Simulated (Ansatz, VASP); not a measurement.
# Two plane-wave programs on Sc

```
Sc
1.0
     3.30900    0.00000    0.00000
    -1.65450    2.86568    0.00000
     0.00000    0.00000    5.27330
Sc
2
Cartesian
  1.6545 0.9552 3.9550
  0.0000 1.9105 1.3183
```

Alike in both runs: task single point; functional PBE; k mesh 9 × 9 × 5; occupations fermi-dirac, width 0.05 eV; no spin polarisation.

|  | VASP | Ansatz |
| --- | --- | --- |
| version | VASP 6.6.1 | Ansatz 0.2.0 |
| potentials or method | VASP PAW PBE potentials, release 64 (Sc_sv) | Ansatz PAW |
| plane-wave cutoff (eV) | 520 | 420 |
| valence electrons in the cell | 22 | 22 |

```csv
,VASP,Ansatz,Ansatz less VASP
gap on the k mesh at the Fermi level (eV),none,none,-
pressure (GPa),-0.6,-0.7,-0.03
"traceless stress, the component that is largest in VASP (GPa)",-1.01,-1.01,-0.004
```

A gap of «none» marks a metal or a gap that the smearing closes.
